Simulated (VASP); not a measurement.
# Li2Se (Fm-3m) in VASP: a series of runs, part 2 of 2

VASP 6.6.1.

### 3 Single point, PBE

This run uses another cell than the first one, of 14.77 Å³/atom, 1.126 times its volume.

INCAR reads:

```
  ALGO = Normal
  EDIFF = 1E-6
  ENCUT = 750
  GGA = PE
  GGA_COMPAT = False
  ISIF = 2
  ISMEAR = 0
  LASPH = True
  LCHARG = False
  LREAL = False
  LWAVE = False
  NBANDS = 13
  NELM = 120
  PREC = Accurate
  SIGMA = 0.01
```

KPOINTS reads:

```
k-points
0
Gamma
  6 6 6
```

POSCAR reads:

```
Li2Se
1.0
    0.0000000000      2.8086319451      2.8086319451
    2.8086319451      0.0000000000      2.8086319451
    2.8086319451      2.8086319451      0.0000000000
Li Se
2 1
Direct
    0.2500000000      0.2500000000      0.2500000000
    0.7500000000      0.7500000000      0.7500000000
    0.0000000000      0.0000000000      0.0000000000
```

Potentials or basis: VASP PAW PBE potentials, release 64 (Li_sv, Se).

Launch:

```console
$ cat potpaw_PBE.64/Li_sv/POTCAR potpaw_PBE.64/Se/POTCAR > POTCAR
$ mpirun -np 1 vasp_std > vasp.out
```

OUTCAR:

```text
EDIFF = 1E-6
   ENCUT = 750
   GGA = PE
   ISIF = 2
   ISMEAR = 0
   LASPH = True
   LREAL = False
   NELM = 120
   PREC = Accurate

 ion  position               nearest neighbor table
   1  0.250  0.250  0.250-   3 2.43   3 2.43   3 2.43   3 2.43
   2  0.750  0.750  0.750-   3 2.43   3 2.43   3 2.43   3 2.43
   3  0.000  0.000  0.000-   2 2.43   2 2.43   2 2.43   1 2.43   2 2.43   1 2.43   1 2.43   1 2.43

  LATTYP: Found a face centered cubic cell.
 ALAT       =     5.6172638902

  Lattice vectors:

 A1 = (   0.0000000000,   2.8086319451,   2.8086319451)
 A2 = (   2.8086319451,   0.0000000000,   2.8086319451)
 A3 = (   2.8086319451,   2.8086319451,   0.0000000000)

Analysis of symmetry for initial positions (statically):
=====================================================================
 Subroutine PRICEL returns:
 Original cell was already a primitive cell.

 Routine SETGRP: Setting up the symmetry group for a
 face centered cubic supercell.

 Subroutine GETGRP returns: Found 48 space group operations
[... 9 lines left out ...]

 Routine SETGRP: Setting up the symmetry group for a
 face centered cubic supercell.

 Subroutine GETGRP returns: Found 48 space group operations
[... 11 lines left out ...]
                                     Primitive cell

  volume of cell :      44.3113

  direct lattice vectors                    reciprocal lattice vectors
     0.000000000  2.808631945  2.808631945    -0.178022614  0.178022614  0.178022614
     2.808631945  0.000000000  2.808631945     0.178022614 -0.178022614  0.178022614
     2.808631945  2.808631945  0.000000000     0.178022614  0.178022614 -0.178022614

  length of vectors
     3.972005388  3.972005388  3.972005388     0.308344212  0.308344212  0.308344212

  position of ions in fractional coordinates (direct lattice)
     0.250000000  0.250000000  0.250000000
     0.750000000  0.750000000  0.750000000
     0.000000000  0.000000000  0.000000000

  ion indices of the primitive-cell ions
   primitive index   ion index
                 1           1
                 2           2
                 3           3

----------------------------------------------------------------------------------------

 KPOINTS: k-points

Automatic generation of k-mesh.
 Grid dimensions read from file:
 generate k-points for:    6    6    6

 Generating k-lattice:

  Cartesian coordinates                     Fractional coordinates (reciprocal lattice)
    -0.029670436  0.029670436  0.029670436     0.166666667  0.000000000  0.000000000
     0.029670436 -0.029670436  0.029670436     0.000000000  0.166666667  0.000000000
     0.029670436  0.029670436 -0.029670436     0.000000000  0.000000000  0.166666667

  Length of vectors
     0.051390702  0.051390702  0.051390702

  Shift w.r.t. Gamma in fractional coordinates (k-lattice)
     0.000000000  0.000000000  0.000000000

 Subroutine IBZKPT returns following result:
 ===========================================

 Found     16 irreducible k-points:

 Following reciprocal coordinates:
            Coordinates               Weight
  0.000000  0.000000  0.000000      1.000000
  0.166667  0.000000  0.000000      8.000000
  0.333333  0.000000  0.000000      8.000000
  0.500000  0.000000  0.000000      4.000000
  0.166667  0.166667  0.000000      6.000000
  0.333333  0.166667  0.000000     24.000000
[... 8 lines left out ...]
 -0.333333  0.333333  0.166667     24.000000
 -0.333333  0.500000  0.166667     12.000000
   k-points           NKPTS =     16   k-points in BZ     NKDIM =     16   number of bands    NBANDS=     13
   number of dos      NEDOS =    301   number of ions     NIONS =      3
   total plane-waves  NPLWV =  46656
   dimension x,y,z NGX =    36 NGY =   36 NGZ =   36
   dimension x,y,z NGXF=    72 NGYF=   72 NGZF=   72
   ions per type =               2   1
   NGX,Y,Z   is equivalent  to a cutoff of  15.07, 15.07, 15.07 a.u.
   NGXF,Y,Z  is equivalent  to a cutoff of  30.14, 30.14, 30.14 a.u.
 SYSTEM =  unknown system
   PREC   = accura    normal or accurate (medium, high low for compatibility)
   ISTART =      0    job   : 0-new  1-cont  2-samecut
   ICHARG =      2    charge: 1-file 2-atom 10-const
   ISPIN  =      1    spin polarized calculation?
   LNONCOLLINEAR =      F non collinear calculations
   LSORBIT =      F    spin-orbit coupling
   LASPH  =      T    aspherical Exc in radial PAW
   ENCUT  =  750.0 eV  55.12 Ry    7.42 a.u.   8.87  8.87  8.87*2*pi/ulx,y,z
   NELM   =    120;   NELMIN=  2; NELMDL= -5     # of ELM steps
   EDIFF  = 0.1E-05   stopping-criterion for ELM
   LREAL  =      F    real-space projection
[... 7 lines left out ...]
   TEBEG  =    0.0;   TEEND  =   0.0 temperature during run
   PSTRESS=    0.0 pullay stress
   NELECT =      12.0000    total number of electrons
   NUPDOWN=      -1.0000    fix difference up-down
   EMIN   =  10.00;   EMAX   =-10.00  energy-range for DOS
   EFERMI =   0.00;   METHOD = LEGACY
   ISMEAR =     0;   SIGMA  =   0.01  broadening in eV -4-tet -1-fermi 0-gaus
   EFERMI_NEDOS =   21; number of points for ismear=-14 and -15
   IALGO  =     38    algorithm
   IMIX   =      4    mixing-type and parameters
     AMIX     =   0.40;   BMIX     =  1.00
     AMIX_MAG =   1.60;   BMIX_MAG =  1.00
  volume/ion in A,a.u.               =      14.77        99.68
  Fermi-wavevector in a.u.,A,eV,Ry     =   1.059165  2.001532 15.263440  1.121831
  Thomas-Fermi vector in A             =   2.194501
   LORBIT       =      0    0 simple, 1 ext, 2 COOP (PROOUT), +10 PAW based schemes
   GGA     = PE    functional components
   LHFCALC =     F    Hartree Fock is set to
   AEXX    =    0.0000 exact exchange contribution
   IVDW    =     0    specifies the selected vdW correction
   LEPSILON=     F    determine dielectric tensor
   LRPA    =     F    only Hartree local field effects (RPA)
 non-spin polarized calculation
 Gauss-broadening in eV      SIGMA  =   0.01
  energy-cutoff  :      750.00
  volume of cell :       44.31
 maximum number of plane-waves:      2085
   NGX = 17   NGY = 17   NGZ = 17

 number of electron      11.9999996 magnetization

 Free energy of the ion-electron system (eV)
  ---------------------------------------------------
  ext. energy  EPLUGINS =         0.00000000
  ---------------------------------------------------
  free energy    TOTEN  =       -10.86719774 eV

  energy without entropy =      -10.86719774  energy(sigma->0) =      -10.86719774

 E-fermi :   2.3556     XC(G=0):  -9.0265

 val. band max:        2.2790123492   @ k =   0.0000   0.0000   0.0000
 cond. band min:       5.0284104140   @ k =   0.5000   0.5000   0.0000
 fundamental gap:      2.7493980648
 Fermi energy:         2.3556040151

 k-point     1 :       0.0000    0.0000    0.0000
  band No.  band energies     occupation
      1     -42.1954      2.00000
      2     -42.1422      2.00000
      3      -9.7215      2.00000
      4       2.2790      2.00000
      5       2.2790      2.00000
      6       2.2790      2.00000
      7       6.5920      0.00000
      8       7.9481      0.00000
      9       7.9481      0.00000
     10       7.9481      0.00000
     11      13.4670      0.00000
     12      13.4670      0.00000
     13      13.9705      0.00000

 k-point     2 :       0.1667    0.0000    0.0000
  band No.  band energies     occupation
      1     -42.1915      2.00000
      2     -42.1454      2.00000
      3      -9.6024      2.00000
      4       1.0023      2.00000
      5       2.0669      2.00000
      6       2.0669      2.00000
      7       7.2524      0.00000
      8       8.3927      0.00000
      9       8.3927      0.00000
     10       8.9705      0.00000
     11      11.8538      0.00000
     12      11.8538      0.00000
     13      14.3409      0.00000
[... 193 lines left out ...]
 k-point    15 :      -0.3333    0.3333    0.1667
  band No.  band energies     occupation
      1     -42.1671      2.00000
      2     -42.1671      2.00000
      3      -9.0565      2.00000
      4      -0.7718      2.00000
      5       0.2362      2.00000
      6       0.6762      2.00000
      7       7.7426      0.00000
      8       8.8778      0.00000
      9      11.3091      0.00000
     10      11.7335      0.00000
     11      12.1737      0.00000
     12      14.4905      0.00000
     13      16.1051      0.00000

 k-point    16 :      -0.3333    0.5000    0.1667
  band No.  band energies     occupation
      1     -42.1715      2.00000
      2     -42.1626      2.00000
      3      -9.0154      2.00000
      4      -0.3122      2.00000
      5       0.0157      2.00000
      6       0.1203      2.00000
      7       6.6031      0.00000
      8       9.9394      0.00000
      9      10.6194      0.00000
     10      12.4607      0.00000
     11      14.4543      0.00000
     12      15.2304      0.00000
     13      15.5809      0.00000

------------------------ aborting loop because EDIFF is reached ----------------------------------------

  FORCE on cell =-STRESS in cart. coord.  units (eV):
  Direction    XX          YY          ZZ          XY          YZ          ZX
  --------------------------------------------------------------------------------------
  -------------------------------------------------------------------------------------
  Total        2.7539181      2.7539181      2.7539181      0.0000000      0.0000000     -0.0000000
  in kB       99.5742661     99.5742661     99.5742661      0.0000000      0.0000000     -0.0000000
  external PRESSURE =      99.5742661 kB  Pullay stress =       0.0000000 kB

 VOLUME and BASIS-vectors are now :
 -----------------------------------------------------------------------------
  energy-cutoff  :      750.00
  volume of cell :       44.31
      direct lattice vectors                 reciprocal lattice vectors
     0.000000000  2.808631945  2.808631945    -0.178022614  0.178022614  0.178022614
     2.808631945  0.000000000  2.808631945     0.178022614 -0.178022614  0.178022614
     2.808631945  2.808631945  0.000000000     0.178022614  0.178022614 -0.178022614

 POSITION                                       TOTAL-FORCE (eV/Angst)
 -----------------------------------------------------------------------------------
      1.40432      1.40432      1.40432        -0.000000     -0.000000     -0.000000
      4.21295      4.21295      4.21295         0.000000      0.000000      0.000000
      0.00000      0.00000      0.00000        -0.000000      0.000000     -0.000000
 -----------------------------------------------------------------------------------
    total drift:                                0.000000      0.000000      0.000000

  FREE ENERGIE OF THE ION-ELECTRON SYSTEM (eV)
  ---------------------------------------------------
  free  energy   TOTEN  =       -10.8671977356 eV

  energy  without entropy=      -10.8671977356  energy(sigma->0) =      -10.86719774
```

stdout:

```text
POSCAR found type information on POSCAR LiSe
 POSCAR found :  2 types and       3 ions
 scaLAPACK will be used
 LDA part: xc-table for (Slater+PW92), standard interpolation
 POSCAR, INCAR and KPOINTS ok, starting setup
 FFT: planning ... GRIDC
 FFT: planning ... GRID_SOFT
 FFT: planning ... GRID
 WAVECAR not read
 entering main loop
```

Run time: 8.6 s. Hardware: 1 thread of Intel Xeon Platinum 8559C (Emerald Rapids), shared host; peak memory 0.2 GiB.

Results:

* Free energy: -10.8672 eV
* Pressure: 10.0 GPa
* Band gap on the k mesh: 2.75 eV, indirect (least direct gap 4.31 eV)

Levels at points of the mesh, in eV from the valence-band top:
```
           k point  band 3  band 4  band 5  band 6  band 7  band 8  band 9  band 10
(0.00, 0.00, 0.00)  -12.00    0.00    0.00    0.00    4.31    5.67    5.67     5.67
(0.50, 0.00, 0.00)  -11.46   -3.65   -0.70   -0.70    5.98    6.01    6.01     8.79
(0.50, 0.50, 0.00)  -11.31   -2.78   -1.91   -1.91    2.75    6.69   11.73    11.73
```

A k mesh can miss the band edges. As with any semilocal functional, this PBE gap is likely too small.
